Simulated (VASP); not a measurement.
# Ca4Pt: single point with PBE

Crystal: Ca4Pt.

```xyz
5
Lattice="5.6638 0.0000 0.0000 0.0000 5.6638 0.0000 0.0000 0.0000 5.6638" Properties=species:S:1:pos:R:3 pbc="T T T"
Ca    0.0000    2.8319    2.8319
Ca    2.8319    0.0000    2.8319
Ca    2.8319    2.8319    0.0000
Ca    0.0000    0.0000    0.0000
Pt    2.8319    2.8319    2.8319
```

The cell was generated, and may not be a known phase.

```
Program                : VASP 6.6.1
Task                   : single point
Functional             : PBE
Potentials or basis    : VASP PAW PBE potentials, release 64 (Ca_sv, Pt)
Cutoff                 : 520 eV
k mesh                 : 4 × 4 × 4
Occupations            : gaussian, width 0.1 eV
Spin                   : no spin polarisation
Dipole correction      : no
Further INCAR settings : ALGO = Fast; EDIFF = 1e-06; NBANDS = 33
```

```
Pressure               : 0.2 GPa
Band gap on the k mesh : zero (bands 25 and 26 overlap by 1.19 eV)
```

Levels at points of the mesh, in eV from the Fermi level:
```tsv
k point	band 23	band 24	band 25	band 26	band 27	band 28
(0.00, 0.00, 0.00)	-1.80	-0.15	-0.15	0.68	0.68	0.68
(0.50, 0.00, 0.00)	-2.61	-0.46	0.33	0.50	0.50	1.38
(0.50, 0.50, 0.00)	-1.54	-1.54	-1.00	0.77	0.99	1.23
(0.50, 0.50, 0.50)	-1.10	-1.10	-1.10	-0.86	0.33	0.33
```

Wall time 2.5 min on 1 thread of Intel(R) Xeon(R) 6975P-C (Granite Rapids), on a shared host, peak memory 0.28 GiB.

Caveat: spin-orbit coupling is left out, which moves the levels of the heavy elements.
